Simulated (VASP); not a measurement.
# CdTe (F-43m) in VASP: single point with LDA

Aim: the single point of CdTe with LDA.

Program: VASP 6.6.1. These are calculated values, not measurements. Logs are shortened: lines on timing, memory, paths and dates and some standing lists are left out, and cuts for length are marked.

### Step 1. The cell of the first run

It takes space group F-43m (No. 216, cubic). The conventional cell has a = 6.396 Å, b = 6.396 Å, c = 6.396 Å, α = 90.00°, β = 90.00°, γ = 90.00°. Within 3.7 Å of Cd (site symmetry -43m) lie 4 Te at 2.77 Å. Within 3.7 Å of Te (site symmetry -43m) lie 4 Cd at 2.77 Å.

### Step 2. Single point, LDA (volume scaled by 1.000 of the coarse rest volume)

Contents of INCAR:

```
PREC = Accurate
ENCUT = 500
EDIFF = 1E-6
ISMEAR = 0
SIGMA = 0.02
LREAL = False
LASPH = True
NELM = 120
ALGO = Normal
ISIF = 2
LWAVE = False
LCHARG = False
GGA = CA
NBANDS = 16
GGA_COMPAT = False
```

Contents of KPOINTS:

```
Automatic mesh
0
Gamma
  6 6 6
```

Contents of POSCAR:

```
CdTe
1.0
    0.0000000000      3.1978000000      3.1978000000
    3.1978000000      0.0000000000      3.1978000000
    3.1978000000      3.1978000000      0.0000000000
Cd Te
1 1
Direct
    0.0000000000      0.0000000000      0.0000000000
    0.2500000000      0.2500000000      0.2500000000
```

Potentials or basis: VASP PAW LDA potentials, release 64 (Cd, Te).

Launch:

```
> cat potpaw_LDA.64/Cd/POTCAR potpaw_LDA.64/Te/POTCAR > POTCAR
> mpirun -np 1 vasp_std > vasp.out
```

OUTCAR:

```text
PREC = Accurate
   ENCUT = 500
   EDIFF = 1E-6
   ISMEAR = 0
   LREAL = False
   LASPH = True
   NELM = 120
   ISIF = 2
   GGA = CA

 ion  position               nearest neighbor table
   1  0.000  0.000  0.000-   2 2.77   2 2.77   2 2.77   2 2.77
   2  0.250  0.250  0.250-   1 2.77   1 2.77   1 2.77   1 2.77

  LATTYP: Found a face centered cubic cell.
 ALAT       =     6.3956000000

  Lattice vectors:

 A1 = (   0.0000000000,   3.1978000000,   3.1978000000)
 A2 = (   3.1978000000,   0.0000000000,   3.1978000000)
 A3 = (   3.1978000000,   3.1978000000,   0.0000000000)

Analysis of symmetry for initial positions (statically):
=====================================================================
 Subroutine PRICEL returns:
 Original cell was already a primitive cell.

 Routine SETGRP: Setting up the symmetry group for a
 face centered cubic supercell.

 Subroutine GETGRP returns: Found 24 space group operations
 (whereof 24 operations were pure point group operations)
 out of a pool of 48 trial point group operations.

The static configuration has the point symmetry T_d .

Analysis of symmetry for dynamics (positions and initial velocities):
=====================================================================
 Subroutine PRICEL returns:
 Original cell was already a primitive cell.

 Routine SETGRP: Setting up the symmetry group for a
 face centered cubic supercell.

 Subroutine GETGRP returns: Found 24 space group operations
 (whereof 24 operations were pure point group operations)
 out of a pool of 48 trial point group operations.

The dynamic configuration has the point symmetry T_d .

 Subroutine INISYM returns: Found 24 space group operations
 (whereof 24 operations are pure point group operations),
 and found     1 'primitive' translations

----------------------------------------------------------------------------------------

                                     Primitive cell

  volume of cell :      65.4009

  direct lattice vectors                    reciprocal lattice vectors
     0.000000000  3.197800000  3.197800000    -0.156357496  0.156357496  0.156357496
     3.197800000  0.000000000  3.197800000     0.156357496 -0.156357496  0.156357496
     3.197800000  3.197800000  0.000000000     0.156357496  0.156357496 -0.156357496

  length of vectors
     4.522372130  4.522372130  4.522372130     0.270819127  0.270819127  0.270819127

  position of ions in fractional coordinates (direct lattice)
     0.000000000  0.000000000  0.000000000
     0.250000000  0.250000000  0.250000000

  ion indices of the primitive-cell ions
   primitive index   ion index
                 1           1
                 2           2

----------------------------------------------------------------------------------------

 KPOINTS: Automatic mesh

Automatic generation of k-mesh.
 Grid dimensions read from file:
 generate k-points for:    6    6    6

 Generating k-lattice:

  Cartesian coordinates                     Fractional coordinates (reciprocal lattice)
    -0.026059583  0.026059583  0.026059583     0.166666667  0.000000000  0.000000000
     0.026059583 -0.026059583  0.026059583     0.000000000  0.166666667  0.000000000
     0.026059583  0.026059583 -0.026059583     0.000000000  0.000000000  0.166666667

  Length of vectors
     0.045136521  0.045136521  0.045136521

  Shift w.r.t. Gamma in fractional coordinates (k-lattice)
     0.000000000  0.000000000  0.000000000

 Subroutine IBZKPT returns following result:
 ===========================================

 Found     16 irreducible k-points:

 Following reciprocal coordinates:
            Coordinates               Weight
  0.000000  0.000000  0.000000      1.000000
  0.166667  0.000000  0.000000      8.000000
  0.333333  0.000000  0.000000      8.000000
  0.500000  0.000000  0.000000      4.000000
  0.166667  0.166667  0.000000      6.000000
  0.333333  0.166667  0.000000     24.000000
[... 8 lines left out ...]
 -0.333333  0.333333  0.166667     24.000000
 -0.333333  0.500000  0.166667     12.000000
   k-points           NKPTS =     16   k-points in BZ     NKDIM =     16   number of bands    NBANDS=     16
   number of dos      NEDOS =    301   number of ions     NIONS =      2
   total plane-waves  NPLWV =  46656
   dimension x,y,z NGX =    36 NGY =   36 NGZ =   36
   dimension x,y,z NGXF=    72 NGYF=   72 NGZF=   72
   ions per type =               1   1
   NGX,Y,Z   is equivalent  to a cutoff of  13.23, 13.23, 13.23 a.u.
   NGXF,Y,Z  is equivalent  to a cutoff of  26.47, 26.47, 26.47 a.u.
 SYSTEM =  unknown system
   PREC   = accura    normal or accurate (medium, high low for compatibility)
   ISTART =      0    job   : 0-new  1-cont  2-samecut
   ICHARG =      2    charge: 1-file 2-atom 10-const
   ISPIN  =      1    spin polarized calculation?
   LNONCOLLINEAR =      F non collinear calculations
   LSORBIT =      F    spin-orbit coupling
   LASPH  =      T    aspherical Exc in radial PAW
   ENCUT  =  500.0 eV  36.75 Ry    6.06 a.u.   8.25  8.25  8.25*2*pi/ulx,y,z
   NELM   =    120;   NELMIN=  2; NELMDL= -5     # of ELM steps
   EDIFF  = 0.1E-05   stopping-criterion for ELM
   LREAL  =      F    real-space projection
   EDIFFG = 0.1E-04   stopping-criterion for IOM
   NSW    =      0    number of steps for IOM
   IBRION =     -1    ionic relax: 0-MD 1-quasi-New 2-CG
   NFREE  =      0    steps in history (QN), initial steepest desc. (CG)
   ISIF   =      2    stress and relaxation
   ISYM   =      2    0-nonsym 1-usesym 2-fastsym
   POTIM  = 0.5000    time-step for ionic-motion
   TEBEG  =    0.0;   TEEND  =   0.0 temperature during run
   PSTRESS=    0.0 pullay stress
   NELECT =      18.0000    total number of electrons
   NUPDOWN=      -1.0000    fix difference up-down
   EMIN   =  10.00;   EMAX   =-10.00  energy-range for DOS
   EFERMI =   0.00;   METHOD = LEGACY
   ISMEAR =     0;   SIGMA  =   0.02  broadening in eV -4-tet -1-fermi 0-gaus
   EFERMI_NEDOS =   21; number of points for ismear=-14 and -15
   IALGO  =     38    algorithm
   IMIX   =      4    mixing-type and parameters
     AMIX     =   0.40;   BMIX     =  1.00
     AMIX_MAG =   1.60;   BMIX_MAG =  1.00
  volume/ion in A,a.u.               =      32.70       220.67
  Fermi-wavevector in a.u.,A,eV,Ry     =   1.064889  2.012349 15.428853  1.133989
  Thomas-Fermi vector in A             =   2.200423
   LORBIT       =      0    0 simple, 1 ext, 2 COOP (PROOUT), +10 PAW based schemes
   GGA     = CA    functional components
   LHFCALC =     F    Hartree Fock is set to
   AEXX    =    0.0000 exact exchange contribution
   IVDW    =     0    specifies the selected vdW correction
   LEPSILON=     F    determine dielectric tensor
   LRPA    =     F    only Hartree local field effects (RPA)
 non-spin polarized calculation
 Gauss-broadening in eV      SIGMA  =   0.02
  energy-cutoff  :      500.00
  volume of cell :       65.40
 maximum number of plane-waves:      1676
 NGX is ok and might be reduce to    36
   NGX = 17   NGY = 17   NGZ = 17

 number of electron      17.9999997 magnetization

 Free energy of the ion-electron system (eV)
  ---------------------------------------------------
  ext. energy  EPLUGINS =         0.00000000
  ---------------------------------------------------
  free energy    TOTEN  =        -6.04306710 eV

  energy without entropy =       -6.04306710  energy(sigma->0) =       -6.04306710

 E-fermi :   2.6430     XC(G=0):  -9.1181

 val. band max:        2.5352071066   @ k =   0.0000   0.0000   0.0000
 cond. band min:       3.2069907762   @ k =   0.0000   0.0000   0.0000
 fundamental gap:      0.6717836696
 Fermi energy:         2.6430197321

 k-point     1 :       0.0000    0.0000    0.0000
  band No.  band energies     occupation
      1      -8.9410      2.00000
      2      -5.9077      2.00000
      3      -5.9077      2.00000
      4      -5.9077      2.00000
      5      -5.6132      2.00000
      6      -5.6132      2.00000
[... 8 lines left out ...]
     15      11.9382      0.00000
     16      11.9382      0.00000

 k-point     2 :       0.1667    0.0000    0.0000
  band No.  band energies     occupation
      1      -8.8302      2.00000
      2      -5.8866      2.00000
      3      -5.8866      2.00000
      4      -5.8227      2.00000
      5      -5.6148      2.00000
      6      -5.6148      2.00000
[... 8 lines left out ...]
     15      10.9565      0.00000
     16      10.9565      0.00000

 k-point     3 :       0.3333    0.0000    0.0000
  band No.  band energies     occupation
      1      -8.6073      2.00000
      2      -5.8504      2.00000
      3      -5.8504      2.00000
      4      -5.6105      2.00000
      5      -5.6105      2.00000
      6      -5.5218      2.00000
[... 8 lines left out ...]
     15      11.3835      0.00000
     16      11.3835      0.00000

 k-point     4 :       0.5000    0.0000    0.0000
  band No.  band energies     occupation
      1      -8.4978      2.00000
      2      -5.8364      2.00000
      3      -5.8364      2.00000
      4      -5.6035      2.00000
      5      -5.6035      2.00000
      6      -5.2345      2.00000
[... 8 lines left out ...]
     15      12.8433      0.00000
     16      12.8433      0.00000
[... 172 lines left out ...]
 k-point    14 :       0.5000    0.3333    0.1667
  band No.  band energies     occupation
      1      -8.4664      2.00000
      2      -5.7999      2.00000
      3      -5.7922      2.00000
      4      -5.6636      2.00000
      5      -5.5997      2.00000
      6      -5.2823      2.00000
[... 8 lines left out ...]
     15      12.8150      0.00000
     16      14.0221      0.00000

 k-point    15 :      -0.3333    0.3333    0.1667
  band No.  band energies     occupation
      1      -8.3977      2.00000
      2      -5.7922      2.00000
      3      -5.7751      2.00000
      4      -5.6426      2.00000
      5      -5.6112      2.00000
      6      -5.0644      2.00000
[... 8 lines left out ...]
     15      13.0091      0.00000
     16      13.7957      0.00000

 k-point    16 :      -0.3333    0.5000    0.1667
  band No.  band energies     occupation
      1      -8.3642      2.00000
      2      -5.7625      2.00000
      3      -5.7574      2.00000
      4      -5.6692      2.00000
      5      -5.6000      2.00000
      6      -5.0101      2.00000
[... 8 lines left out ...]
     15      13.6623      0.00000
     16      13.9041      0.00000

------------------------ aborting loop because EDIFF is reached ----------------------------------------

  FORCE on cell =-STRESS in cart. coord.  units (eV):
  Direction    XX          YY          ZZ          XY          YZ          ZX
  --------------------------------------------------------------------------------------
  -------------------------------------------------------------------------------------
  Total        0.2377620      0.2377620      0.2377620      0.0000000      0.0000000     -0.0000000
  in kB        5.8246415      5.8246415      5.8246415      0.0000000      0.0000000     -0.0000000
  external PRESSURE =       5.8246415 kB  Pullay stress =       0.0000000 kB

 VOLUME and BASIS-vectors are now :
 -----------------------------------------------------------------------------
  energy-cutoff  :      500.00
  volume of cell :       65.40
      direct lattice vectors                 reciprocal lattice vectors
     0.000000000  3.197800000  3.197800000    -0.156357496  0.156357496  0.156357496
     3.197800000  0.000000000  3.197800000     0.156357496 -0.156357496  0.156357496
     3.197800000  3.197800000  0.000000000     0.156357496  0.156357496 -0.156357496

 POSITION                                       TOTAL-FORCE (eV/Angst)
 -----------------------------------------------------------------------------------
      0.00000      0.00000      0.00000         0.000000      0.000000      0.000000
      1.59890      1.59890      1.59890        -0.000000     -0.000000     -0.000000
 -----------------------------------------------------------------------------------
    total drift:                                0.000000      0.000000      0.000000

  FREE ENERGIE OF THE ION-ELECTRON SYSTEM (eV)
  ---------------------------------------------------
  free  energy   TOTEN  =        -6.0430670988 eV

  energy  without entropy=       -6.0430670988  energy(sigma->0) =       -6.04306710
```

Wall time 12 s (1 thread of Intel Xeon 6975P-C (Granite Rapids), shared host); peak memory 0.17 GiB.

Results:

```
Free energy            : -6.0431 eV
Pressure               : 0.6 GPa
Band gap on the k mesh : 0.67 eV, direct
```

Caveat: spin-orbit coupling is left out, which moves the levels of the heavy elements.
